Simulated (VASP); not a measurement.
# MnO2 (P-3m1) in VASP: settings compared

The runs below take MnO2 through single point, with PBE, PBEsol, LDA.

Everything below comes from runs of VASP 6.6.1. Logs are shortened: lines on timing, memory, paths and dates and some standing lists are left out, and cuts for length are marked.

## 1. The cell of the first run

The structure is trigonal, space group P-3m1 (No. 164). The conventional cell has a = 2.857 Å, b = 2.857 Å, c = 4.601 Å, α = 90.00°, β = 90.00°, γ = 120.00°. Within 2.5 Å of Mn (site symmetry -3m) lie 6 O at 1.90 Å. O (site symmetry 3m) has 3 Mn at 1.90 Å within 2.5 Å.

## 2. Single point, PBE, collinear spin, ferromagnetic start

Contents of INCAR:

```
PREC = Accurate
ENCUT = 520
EDIFF = 1E-7
ISMEAR = -1
SIGMA = 0.05
LREAL = F
LASPH = T
NELM = 150
ALGO = Normal
ISIF = 2
LWAVE = F
LCHARG = F
ISPIN = 2
MAGMOM = 4 0 0
LORBIT = 11
LMAXMIX = 4
GGA = PE
NBANDS = 24
```

Contents of KPOINTS:

```
regular mesh
0
Gamma
  11 11 6
```

Contents of POSCAR:

```
MnO2
1.0
    2.8565781804      0.0000000000      0.0000000000
   -1.4282890902      2.4738692722      0.0000000000
    0.0000000000      0.0000000000      4.6013740589
Mn O
1 2
Direct
    0.0000000000      0.0000000000      0.5000000000
    0.3333333333      0.6666666667      0.7062925700
    0.6666666667      0.3333333333      0.2937074300
```

Potentials or basis: VASP PAW PBE potentials, release 64 (Mn_pv, O).

On the command line:

```sh
cat potpaw_PBE.64/Mn_pv/POTCAR potpaw_PBE.64/O/POTCAR > POTCAR
mpirun -np 1 vasp_std > vasp.out
```

OUTCAR:

```text
PREC = Accurate
   ENCUT = 520
   EDIFF = 1E-7
   ISMEAR = -1
   LREAL = F
   LASPH = T
   NELM = 150
   ISIF = 2
   ISPIN = 2
   LORBIT = 11
   GGA = PE

 ion  position               nearest neighbor table
   1  0.000  0.000  0.500-   2 1.90   3 1.90   3 1.90   2 1.90   3 1.90   2 1.90
   2  0.333  0.667  0.706-   1 1.90   1 1.90   1 1.90
   3  0.667  0.333  0.294-   1 1.90   1 1.90   1 1.90

  LATTYP: Found a hexagonal cell.
 ALAT       =     2.8565781804
 C/A-ratio  =     1.6107992739

  Lattice vectors:

 A1 = (   2.8565781804,   0.0000000000,   0.0000000000)
 A2 = (  -1.4282890902,   2.4738692722,   0.0000000000)
 A3 = (   0.0000000000,   0.0000000000,   4.6013740589)

Analysis of symmetry for initial positions (statically):
=====================================================================
 Subroutine PRICEL returns:
 Original cell was already a primitive cell.

 Routine SETGRP: Setting up the symmetry group for a
 hexagonal supercell.

 Subroutine GETGRP returns: Found 12 space group operations
 (whereof 12 operations were pure point group operations)
 out of a pool of 24 trial point group operations.

The static configuration has the point symmetry D_3d.

Analysis of symmetry for dynamics (positions and initial velocities):
=====================================================================
 Subroutine PRICEL returns:
 Original cell was already a primitive cell.

 Routine SETGRP: Setting up the symmetry group for a
 hexagonal supercell.

 Subroutine GETGRP returns: Found 12 space group operations
 (whereof 12 operations were pure point group operations)
 out of a pool of 24 trial point group operations.

The dynamic configuration has the point symmetry D_3d.

Analysis of structural, dynamic, and magnetic symmetry:
=====================================================================
 Subroutine PRICEL returns:
 Original cell was already a primitive cell.

 Routine SETGRP: Setting up the symmetry group for a
 hexagonal supercell.

 Subroutine GETGRP returns: Found 12 space group operations
 (whereof 12 operations were pure point group operations)
 out of a pool of 24 trial point group operations.

The overall configuration has the point symmetry D_3d.

 Subroutine INISYM returns: Found 12 space group operations
 (whereof 12 operations are pure point group operations),
 and found     1 'primitive' translations

----------------------------------------------------------------------------------------

                                     Primitive cell

  volume of cell :      32.5170

  direct lattice vectors                    reciprocal lattice vectors
     2.856578180  0.000000000  0.000000000     0.350069187  0.202112539  0.000000000
    -1.428289090  2.473869272  0.000000000     0.000000000  0.404225078  0.000000000
     0.000000000  0.000000000  4.601374059     0.000000000  0.000000000  0.217326387

  length of vectors
     2.856578180  2.856578180  4.601374059     0.404225078  0.404225078  0.217326387

  position of ions in fractional coordinates (direct lattice)
     0.000000000  0.000000000  0.500000000
     0.333333333  0.666666667  0.706292570
     0.666666667  0.333333333  0.293707430

  ion indices of the primitive-cell ions
   primitive index   ion index
                 1           1
                 2           2
                 3           3

----------------------------------------------------------------------------------------

 KPOINTS: regular mesh

Automatic generation of k-mesh.
 Grid dimensions read from file:
 generate k-points for:   11   11    6

 Generating k-lattice:

  Cartesian coordinates                     Fractional coordinates (reciprocal lattice)
     0.031824472  0.018373867  0.000000000     0.090909091  0.000000000  0.000000000
     0.000000000  0.036747734  0.000000000     0.000000000  0.090909091  0.000000000
     0.000000000  0.000000000  0.036221065     0.000000000  0.000000000  0.166666667

  Length of vectors
     0.036747734  0.036747734  0.036221065

  Shift w.r.t. Gamma in fractional coordinates (k-lattice)
     0.000000000  0.000000000  0.000000000

 Subroutine IBZKPT returns following result:
 ===========================================

 Found     84 irreducible k-points:

 Following reciprocal coordinates:
            Coordinates               Weight
  0.000000  0.000000  0.000000      1.000000
  0.090909  0.000000  0.000000      6.000000
  0.181818  0.000000  0.000000      6.000000
  0.272727  0.000000  0.000000      6.000000
  0.363636  0.000000  0.000000      6.000000
  0.454545  0.000000  0.000000      6.000000
[... 16 lines left out ...]
  0.000000  0.272727  0.166667      6.000000
  0.363636  0.000000  0.166667      6.000000
 [... further k-points ...]
   k-points           NKPTS =     84   k-points in BZ     NKDIM =     84   number of bands    NBANDS=     24
   number of dos      NEDOS =    301   number of ions     NIONS =      3
   total plane-waves  NPLWV =  20736
[... 92 lines left out ...]
[... 16 lines left out ...]
     23      27.2963      0.00000
     24      27.6445      0.00000

 k-point     3 :       0.1818    0.0000    0.0000
  band No.  band energies     occupation
      1     -47.1308      1.00000
      2     -47.0942      1.00000
      3     -47.0711      1.00000
      4     -15.9757      1.00000
      5     -14.1815      1.00000
      6      -2.7565      1.00000
[... 16 lines left out ...]
     23      25.4878      0.00000
     24      26.9884      0.00000
[... 514 lines left out ...]
 k-point    23 :       0.0000    0.2727    0.1667
  band No.  band energies     occupation
      1     -47.1757      1.00000
      2     -47.1044      1.00000
      3     -47.0637      1.00000
      4     -15.5401      1.00000
      5     -14.3187      1.00000
      6      -2.9519      1.00000
[... 16 lines left out ...]
     23      24.4647      0.00000
     24      25.8884      0.00000

 k-point    24 :       0.3636    0.0000    0.1667
  band No.  band energies     occupation
      1     -47.2166      1.00000
      2     -47.1137      1.00000
      3     -47.0568      1.00000
      4     -15.0929      1.00000
      5     -14.4611      1.00000
      6      -3.1988      1.00000
[... 16 lines left out ...]
     23      24.2073      0.00000
     24      26.5543      0.00000

 [... further k-points ...]

 spin component 2

 k-point     1 :       0.0000    0.0000    0.0000
  band No.  band energies     occupation
      1     -44.0255      1.00000
      2     -44.0255      1.00000
      3     -43.8581      1.00000
      4     -16.2261      1.00000
      5     -13.9460      1.00000
      6      -2.1951      1.00000
[... 16 lines left out ...]
     23      27.9409      0.00000
     24      27.9897      0.00000

 k-point     2 :       0.0909    0.0000    0.0000
  band No.  band energies     occupation
      1     -44.0408      1.00000
      2     -44.0289      1.00000
      3     -43.8554      1.00000
      4     -16.1198      1.00000
      5     -13.9767      1.00000
      6      -2.0668      1.00000
[... 16 lines left out ...]
     23      28.0532      0.00000
     24      28.2144      0.00000

 k-point     3 :       0.1818    0.0000    0.0000
  band No.  band energies     occupation
      1     -44.0815      1.00000
      2     -44.0379      1.00000
      3     -43.8482      1.00000
      4     -15.8239      1.00000
      5     -14.0590      1.00000
      6      -1.9316      1.00000
[... 16 lines left out ...]
     23      25.8367      0.00000
     24      27.4688      0.00000
[... 514 lines left out ...]
 k-point    23 :       0.0000    0.2727    0.1667
  band No.  band energies     occupation
      1     -44.1345      1.00000
      2     -44.0496      1.00000
      3     -43.8388      1.00000
      4     -15.3927      1.00000
      5     -14.1898      1.00000
      6      -2.1547      1.00000
[... 16 lines left out ...]
     23      25.3497      0.00000
     24      26.1269      0.00000

 k-point    24 :       0.3636    0.0000    0.1667
  band No.  band energies     occupation
      1     -44.1828      1.00000
      2     -44.0604      1.00000
      3     -43.8301      1.00000
      4     -14.9508      1.00000
      5     -14.3276      1.00000
      6      -2.4268      1.00000
[... 16 lines left out ...]
     23      24.9316      0.00000
     24      26.7268      0.00000

 [... further k-points ...]

------------------------ aborting loop because EDIFF is reached ----------------------------------------

  FORCE on cell =-STRESS in cart. coord.  units (eV):
  Direction    XX          YY          ZZ          XY          YZ          ZX
  --------------------------------------------------------------------------------------
  -------------------------------------------------------------------------------------
  Total        1.2665374      1.2665374      1.0130104      0.0000000      0.0000000     -0.0000000
  in kB       62.4048271     62.4048271     49.9130469      0.0000000      0.0000000     -0.0000000
  external PRESSURE =      58.2409004 kB  Pullay stress =       0.0000000 kB

 VOLUME and BASIS-vectors are now :
 -----------------------------------------------------------------------------
  energy-cutoff  :      520.00
  volume of cell :       32.52
      direct lattice vectors                 reciprocal lattice vectors
     2.856578180  0.000000000  0.000000000     0.350069187  0.202112539  0.000000000
    -1.428289090  2.473869272  0.000000000     0.000000000  0.404225078  0.000000000
     0.000000000  0.000000000  4.601374059     0.000000000  0.000000000  0.217326387

 POSITION                                       TOTAL-FORCE (eV/Angst)
 -----------------------------------------------------------------------------------
      0.00000      0.00000      2.30069         0.000000      0.000000      0.000000
     -0.00000      1.64925      3.24992        -0.000000     -0.000000      0.309871
      1.42829      0.82462      1.35146         0.000000      0.000000     -0.309871
 -----------------------------------------------------------------------------------
    total drift:                               -0.000000      0.000000      0.000000

  FREE ENERGIE OF THE ION-ELECTRON SYSTEM (eV)
  ---------------------------------------------------
  free  energy   TOTEN  =       -23.8050863020 eV

  energy  without entropy=      -23.8050788788  energy(sigma->0) =      -23.80508259

 total charge

# of ion       s       p       d       tot
------------------------------------------
    1        0.356   6.468   4.925  11.748
    2        1.582   3.417   0.000   4.999
    3        1.582   3.417   0.000   4.999
--------------------------------------------------
tot          3.521  13.302   4.925  21.747

 magnetization (x)

# of ion       s       p       d       tot
------------------------------------------
    1        0.031   0.040   2.763   2.834
    2        0.004   0.041   0.000   0.045
    3        0.004   0.041   0.000   0.045
--------------------------------------------------
tot          0.038   0.121   2.763   2.923
```

Wall time 91 s (1 thread of Intel Xeon 6975P-C (Granite Rapids), shared host); peak memory 0.22 GiB.

What came out:

| Item | Value |
| --- | --- |
| Free energy | -23.8051 eV |
| Pressure | 5.8 GPa |
| Largest force | 0.310 eV/Å |
| Band gap on the k mesh | 0.81 eV, indirect (least direct gap 0.87 eV) |
| Net moment | 3.00 μB per cell |
| Site moments | Mn +2.83; O +0.04 μB |
| Valence electrons inside the program's atomic spheres | Mn 11.75; O 5.00 |

Forces in eV/Å, atoms in the order of the input:
```
Mn   0.000  0.000  0.000
O    0.000  0.000  0.310
O    0.000  0.000 -0.310
```

Caveat: a cell with one magnetic atom can't hold antiferromagnetic order, which such compounds often take. A hybrid or GW would open this gap; PBE tends to underestimate it.

## 3. Single point, PBEsol, collinear spin, ferromagnetic start

Contents of INCAR:

```
PREC     = Accurate       # precision mode
ENCUT    = 520            # plane-wave cutoff, eV
EDIFF    = 1E-6           # SCF threshold, eV
ISMEAR   = -1             # smearing method
SIGMA    = 0.05           # smearing width, eV
LREAL    = False          # projectors in reciprocal space
LASPH    = True           # aspherical terms in the spheres
NELM     = 150            # most SCF steps
ALGO     = Normal         # electronic algorithm
ISIF     = 2              # what is computed and relaxed
LWAVE    = False          # write WAVECAR
LCHARG   = False          # write CHGCAR
ISPIN    = 2              # spin polarisation
MAGMOM   = 4 0 0          # initial moments
LORBIT   = 11             # projections on sites
LMAXMIX  = 4              # l up to which the mixer works
GGA      = PS             # functional
NBANDS   = 24             # bands
```

Contents of KPOINTS:

```
Automatic mesh
0
Gamma
  11 11 6
```

POSCAR is that of step 2.

Potentials or basis: VASP PAW PBE potentials, release 64 (Mn_pv, O).

On the command line:

```sh
cat potpaw_PBE.64/Mn_pv/POTCAR potpaw_PBE.64/O/POTCAR > POTCAR
mpirun -np 1 vasp_std > vasp.out
```

Wall time 86 s (1 thread of Intel Xeon 6975P-C (Granite Rapids), shared host); peak memory 0.22 GiB.

The run converged. Its results:

- Free energy: -25.0523 eV
- Pressure: -1.3 GPa
- Largest force: 0.081 eV/Å
- Band gap on the k mesh: 0.70 eV, indirect (least direct gap 0.75 eV)
- Net moment: 3.00 μB per cell
- Site moments: Mn +2.84; O +0.04 μB
- Valence electrons inside the program's atomic spheres: Mn 11.77; O 4.97

Forces in eV/Å, atoms in the order of the input:
```
Mn   0.000  0.000  0.000
O    0.000  0.000 -0.081
O    0.000  0.000  0.081
```

Stress tensor (GPa, compression positive):
```
-1.85  0.00  0.00
 0.00 -1.85  0.00
 0.00  0.00 -0.13
```

Levels at points of the mesh, in eV from the valence-band top:
Spin up:
| k point | band 10 | band 11 | band 12 | band 13 | band 14 | band 15 | band 16 | band 17 | band 18 | band 19 |
| --- | --- | --- | --- | --- | --- | --- | --- | --- | --- | --- |
| (0.00, 0.00, 0.00) | -2.42 | -1.48 | -1.48 | -1.23 | -0.37 | 2.81 | 2.81 | 6.96 | 10.16 | 14.65 |
| (0.00, 0.00, 0.50) | -2.42 | -2.42 | -1.52 | -1.52 | -0.06 | 2.86 | 2.86 | 9.04 | 9.30 | 13.36 |
Spin down:
| k point | band 9 | band 10 | band 11 | band 12 | band 13 | band 14 |
| --- | --- | --- | --- | --- | --- | --- |
| (0.00, 0.00, 0.00) | -1.39 | -1.39 | -1.05 | 0.71 | 0.71 | 2.33 |
| (0.00, 0.00, 0.50) | -2.41 | -1.44 | -1.44 | 0.70 | 0.70 | 2.47 |

Caveat: the PAW data sets were made with another functional, which shifts forces and pressure a little; a cell with one magnetic atom can't hold antiferromagnetic order, which such compounds often take.

## 4. Single point, LDA, collinear spin, ferromagnetic start

This run uses another cell than the first one, of 11.06 Å³/atom, 1.020 times its volume.

Contents of INCAR:

```
SYSTEM = MnO2
PREC = Accurate
ENCUT = 520
EDIFF = 1E-6
ISMEAR = -1
SIGMA = 0.05
LREAL = .False.
LASPH = .True.
NELM = 150
ALGO = Normal
ISIF = 2
LWAVE = .False.
LCHARG = .False.
ISPIN = 2
MAGMOM = 4 0 0
LORBIT = 11
LMAXMIX = 4
NBANDS = 24
```

Contents of KPOINTS:

```
Automatic mesh
0
Gamma
  11 11 6
  0 0 0
```

Contents of POSCAR:

```
MnO2
1.0
    2.8754964680      0.0000000000      0.0000000000
   -1.4377482340      2.4902529899      0.0000000000
    0.0000000000      0.0000000000      4.6318476229
Mn O
1 2
Direct
    0.0000000000      0.0000000000      0.5000000000
    0.3333333333      0.6666666667      0.7062925700
    0.6666666667      0.3333333333      0.2937074300
```

Potentials or basis: VASP PAW LDA potentials, release 64 (Mn_pv, O).

On the command line:

```sh
cat potpaw_LDA.64/Mn_pv/POTCAR potpaw_LDA.64/O/POTCAR > POTCAR
mpirun -np 1 vasp_std > vasp.out
```

It took 79 s on 1 thread of Intel Xeon 6975P-C (Granite Rapids), shared host; peak memory 0.2 GiB.

It converged, with:

* Free energy: -26.0803 eV
* Pressure: -11.5 GPa
* Largest force: 0.728 eV/Å
* Band gap on the k mesh: 0.38 eV, indirect (least direct gap 0.43 eV)
* Net moment: 3.00 μB per cell
* Site moments: Mn +2.80; O +0.05 μB
* Valence electrons inside the program's atomic spheres: Mn 11.74; O 4.95

Forces on the atoms (eV/Å):
```
Mn   0.000  0.000  0.000
O    0.000  0.000 -0.728
O    0.000  0.000  0.728
```

Stress tensor (GPa, compression positive):
```
-13.07   0.00   0.00
  0.00 -13.07   0.00
  0.00   0.00  -8.26
```

Levels at points of the mesh, in eV from the valence-band top:
Spin up:
```tsv
k point	band 12	band 13	band 14	band 15	band 16	band 17
(0.00, 0.00, 0.00)	-1.58	-1.31	-0.35	2.59	2.59	6.67
(0.00, 0.00, 0.50)	-1.62	-1.62	-0.04	2.64	2.64	8.71
```
Spin down:
| k point | band 8 | band 9 | band 10 | band 11 | band 12 | band 13 | band 14 | band 15 |
| --- | --- | --- | --- | --- | --- | --- | --- | --- |
| (0.00, 0.00, 0.00) | -5.09 | -1.45 | -1.45 | -1.13 | 0.39 | 0.39 | 1.98 | 3.96 |
| (0.00, 0.00, 0.50) | -4.68 | -2.48 | -1.49 | -1.49 | 0.38 | 0.38 | 2.13 | 4.01 |

Caveat: a cell with one magnetic atom can't hold antiferromagnetic order, which such compounds often take.

## 5. Overview

```csv
level,potentials or basis,cell,gap on the mesh (eV),pressure (GPa),moment (μB),largest force (eV/Å)
PBE,"VASP PAW PBE potentials, release 64 (Mn_pv, O)","a = 2.857, b = 2.857, c = 4.601 Å, angles 90.0, 90.0, 120.0°, 3 atoms",0.81,5.8,3.00,0.31
PBEsol,"VASP PAW PBE potentials, release 64 (Mn_pv, O)","a = 2.857, b = 2.857, c = 4.601 Å, angles 90.0, 90.0, 120.0°, 3 atoms",0.70,-1.3,3.00,0.08
LDA,"VASP PAW LDA potentials, release 64 (Mn_pv, O)","a = 2.875, b = 2.875, c = 4.632 Å, angles 90.0, 90.0, 120.0°, 3 atoms",0.38,-11.5,3.00,0.73
```

Alike in all rows: task single point; spin collinear, ferromagnetic start; k mesh 11 × 11 × 6; cutoff (eV) 520; smearing fermi-dirac 0.05 eV.

Caveats: a cell with one magnetic atom can't hold antiferromagnetic order, which such compounds often take; the PAW data sets were made with another functional, which shifts forces and pressure a little (some runs).

Absolute energies hang on the potentials; compare differences alone.
